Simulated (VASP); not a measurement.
# La2Ir (P6/mmm) in VASP: single point with PBE

Aim: the single point of La2Ir with PBE.

Everything below comes from runs of VASP 6.6.1. Logs are shortened: lines on timing, memory, paths and dates and some standing lists are left out, and cuts for length are marked.

**1. The cell of the first run**

Symmetry: P6/mmm, No. 191, hexagonal system. Conventional cell: a = 5.300 Å, b = 5.300 Å, c = 3.064 Å, α = 90.00°, β = 90.00°, γ = 120.00°. Within 4.0 Å of La (site symmetry -6m2) lie 3 Ir at 3.06 Å and 5 La at 3.06 Å. Ir (site symmetry 6/mmm) has 6 La at 3.06 Å and 2 Ir at 3.06 Å within 4.0 Å.

The cell was built from a structure type or drawn by symmetry, and may not be a known phase.

**2. Single point, PBE**

The input, INCAR:

```
PREC = Accurate
ENCUT = 520
EDIFF = 1E-6
ISMEAR = 0
SIGMA = 0.1
LREAL = F
LASPH = T
NELM = 100
ALGO = Fast
ISIF = 2
LWAVE = F
LCHARG = F
GGA = PE
NBANDS = 22
```

The input, KPOINTS:

```
regular mesh
0
Gamma
  12 12 16
```

The input, POSCAR:

```
La2Ir
1.0
    5.2997883107      0.0000000000      0.0000000000
   -2.6498941553      4.5897513118      0.0000000000
    0.0000000000      0.0000000000      3.0640302526
La Ir
2 1
Direct
    0.6666666667      0.3333333333      0.0000000000
    0.3333333333      0.6666666667      0.0000000000
    0.0000000000      0.0000000000      0.0000000000
```

Potentials or basis: VASP PAW PBE potentials, release 64 (La, Ir).

The run is started by

```console
> cat potpaw_PBE.64/La/POTCAR potpaw_PBE.64/Ir/POTCAR > POTCAR
> mpirun -np 1 vasp_std > vasp.out
```

OUTCAR:

```text
PREC = Accurate
   ENCUT = 520
   EDIFF = 1E-6
   ISMEAR = 0
   LREAL = F
   LASPH = T
   NELM = 100
   ISIF = 2
   GGA = PE

 ion  position               nearest neighbor table
   1  0.667  0.333  0.000-   3 3.06   2 3.06   2 3.06   3 3.06   3 3.06   2 3.06
   2  0.333  0.667  0.000-   3 3.06   1 3.06   1 3.06   3 3.06   3 3.06   1 3.06
   3  0.000  0.000  0.000-   1 3.06   2 3.06   1 3.06   2 3.06   1 3.06   2 3.06

  LATTYP: Found a hexagonal cell.
 ALAT       =     5.2997883107
 C/A-ratio  =     0.5781420074

  Lattice vectors:

 A1 = (   5.2997883107,   0.0000000000,   0.0000000000)
 A2 = (  -2.6498941553,   4.5897513118,   0.0000000000)
 A3 = (   0.0000000000,   0.0000000000,   3.0640302526)

Analysis of symmetry for initial positions (statically):
=====================================================================
 Subroutine PRICEL returns:
 Original cell was already a primitive cell.

 Routine SETGRP: Setting up the symmetry group for a
 hexagonal supercell.

 Subroutine GETGRP returns: Found 24 space group operations
 (whereof 24 operations were pure point group operations)
 out of a pool of 24 trial point group operations.

The static configuration has the point symmetry D_6h.

Analysis of symmetry for dynamics (positions and initial velocities):
=====================================================================
 Subroutine PRICEL returns:
 Original cell was already a primitive cell.

 Routine SETGRP: Setting up the symmetry group for a
 hexagonal supercell.

 Subroutine GETGRP returns: Found 24 space group operations
 (whereof 24 operations were pure point group operations)
 out of a pool of 24 trial point group operations.

The dynamic configuration has the point symmetry D_6h.

 Subroutine INISYM returns: Found 24 space group operations
 (whereof 24 operations are pure point group operations),
 and found     1 'primitive' translations

----------------------------------------------------------------------------------------

                                     Primitive cell

  volume of cell :      74.5316

  direct lattice vectors                    reciprocal lattice vectors
     5.299788311  0.000000000  0.000000000     0.188686782  0.108938364  0.000000000
[... 85 lines left out ...]
   LASPH  =      T    aspherical Exc in radial PAW
   ENCUT  =  520.0 eV  38.22 Ry    6.18 a.u.   9.85  9.85  5.70*2*pi/ulx,y,z
   NELM   =    100;   NELMIN=  2; NELMDL= -5     # of ELM steps
   EDIFF  = 0.1E-05   stopping-criterion for ELM
   LREAL  =      F    real-space projection
   EDIFFG = 0.1E-04   stopping-criterion for IOM
   NSW    =      0    number of steps for IOM
   IBRION =     -1    ionic relax: 0-MD 1-quasi-New 2-CG
   NFREE  =      0    steps in history (QN), initial steepest desc. (CG)
   ISIF   =      2    stress and relaxation
   ISYM   =      2    0-nonsym 1-usesym 2-fastsym
   POTIM  = 0.5000    time-step for ionic-motion
   TEBEG  =    0.0;   TEEND  =   0.0 temperature during run
   PSTRESS=    0.0 pullay stress
   NELECT =      31.0000    total number of electrons
   NUPDOWN=      -1.0000    fix difference up-down
   EMIN   =  10.00;   EMAX   =-10.00  energy-range for DOS
   EFERMI =   0.00;   METHOD = LEGACY
   ISMEAR =     0;   SIGMA  =   0.10  broadening in eV -4-tet -1-fermi 0-gaus
   EFERMI_NEDOS =   21; number of points for ismear=-14 and -15
   IALGO  =     68    algorithm
   IMIX   =      4    mixing-type and parameters
     AMIX     =   0.40;   BMIX     =  1.00
     AMIX_MAG =   1.60;   BMIX_MAG =  1.00
  volume/ion in A,a.u.               =      24.84       167.65
  Fermi-wavevector in a.u.,A,eV,Ry     =   1.222030  2.309302 20.318355  1.493357
  Thomas-Fermi vector in A             =   2.357191
   LORBIT       =      0    0 simple, 1 ext, 2 COOP (PROOUT), +10 PAW based schemes
   GGA     = PE    functional components
   LHFCALC =     F    Hartree Fock is set to
   AEXX    =    0.0000 exact exchange contribution
   IVDW    =     0    specifies the selected vdW correction
   LEPSILON=     F    determine dielectric tensor
   LRPA    =     F    only Hartree local field effects (RPA)
 non-spin polarized calculation
 RMM-DIIS sequential band-by-band and
 Gauss-broadening in eV      SIGMA  =   0.10
  energy-cutoff  :      520.00
  volume of cell :       74.53
 maximum number of plane-waves:      2030
 NGX is ok and might be reduce to    40
   NGX = 19   NGY = 19   NGZ = 11

 number of electron      31.0000001 magnetization

 Free energy of the ion-electron system (eV)
  ---------------------------------------------------
  ext. energy  EPLUGINS =         0.00000000
  ---------------------------------------------------
  free energy    TOTEN  =       -17.91786118 eV

  energy without entropy =      -17.90081590  energy(sigma->0) =      -17.90933854

 E-fermi :   9.7110     XC(G=0): -11.0968

 val. band max:        9.7026240691   @ k =   0.2500   0.0833   0.3125
 cond. band min:       9.7110224610   @ k =   0.2500   0.0000   0.2500
 fundamental gap:      0.0083983919
 Fermi energy:         9.7110196640

 k-point     1 :       0.0000    0.0000    0.0000
  band No.  band energies     occupation
      1     -23.3478      2.00000
      2     -22.5442      2.00000
      3      -8.0191      2.00000
      4      -8.0191      2.00000
      5      -5.8705      2.00000
      6      -5.8705      2.00000
[... 589 lines left out ...]
     21      12.0096      0.00000
     22      12.1376      0.00000

 [... further k-points ...]

------------------------ aborting loop because EDIFF is reached ----------------------------------------

  FORCE on cell =-STRESS in cart. coord.  units (eV):
  Direction    XX          YY          ZZ          XY          YZ          ZX
  --------------------------------------------------------------------------------------
  -------------------------------------------------------------------------------------
  Total       -0.0065336     -0.0065336     -0.0021114     -0.0000000      0.0000000     -0.0000000
  in kB       -0.1404510     -0.1404510     -0.0453869     -0.0000000      0.0000000     -0.0000000
  external PRESSURE =      -0.1087629 kB  Pullay stress =       0.0000000 kB

 VOLUME and BASIS-vectors are now :
 -----------------------------------------------------------------------------
  energy-cutoff  :      520.00
  volume of cell :       74.53
      direct lattice vectors                 reciprocal lattice vectors
     5.299788311  0.000000000  0.000000000     0.188686782  0.108938364  0.000000000
    -2.649894155  4.589751312  0.000000000     0.000000000  0.217876728  0.000000000
     0.000000000  0.000000000  3.064030253     0.000000000  0.000000000  0.326367535

 POSITION                                       TOTAL-FORCE (eV/Angst)
 -----------------------------------------------------------------------------------
      2.64989      1.52992      0.00000         0.000000      0.000000     -0.000000
     -0.00000      3.05983      0.00000        -0.000000      0.000000      0.000000
      0.00000      0.00000      0.00000        -0.000000     -0.000000     -0.000000
 -----------------------------------------------------------------------------------
    total drift:                                0.000000     -0.000000      0.000000

  FREE ENERGIE OF THE ION-ELECTRON SYSTEM (eV)
  ---------------------------------------------------
  free  energy   TOTEN  =       -17.9178611762 eV

  energy  without entropy=      -17.9008159045  energy(sigma->0) =      -17.90933854
```

OSZICAR:

```text
N       E                     dE             d eps       ncg     rms          rms(c)
DAV:   1     0.317146752230E+03    0.31715E+03   -0.11305E+04  7716   0.206E+03
DAV:   2     0.451597971421E+02   -0.27199E+03   -0.26446E+03 10324   0.337E+02
DAV:   3    -0.116607282315E+02   -0.56821E+02   -0.54552E+02 11684   0.175E+02
[... 52 lines left out ...]
RMM:  56    -0.179178566125E+02   -0.12578E-05   -0.13797E-05  7316   0.179E-02    0.222E-02
RMM:  57    -0.179178582574E+02   -0.16448E-05   -0.17939E-05  7233   0.160E-02    0.197E-02
RMM:  58    -0.179178592107E+02   -0.95330E-06   -0.10604E-05  7124   0.159E-02    0.156E-02
RMM:  59    -0.179178604466E+02   -0.12359E-05   -0.13420E-05  7113   0.150E-02    0.132E-02
RMM:  60    -0.179178611762E+02   -0.72955E-06   -0.80866E-06  7029   0.143E-02
   1 F= -.17917861E+02 E0= -.17909339E+02  d E =-.170453E-01
```

It took 19 min on 1 thread of Intel Xeon Platinum 8488C (Sapphire Rapids), shared host; peak memory 0.46 GiB.

What came out:

| Quantity | Value |
| --- | --- |
| Free energy | -17.9179 eV |
| Pressure | 0.0 GPa |
| Band gap on the k mesh | zero (an odd number of electrons rules out a gap without spin polarisation) |

Caveat: spin-orbit coupling is left out, which moves the levels of the heavy elements.
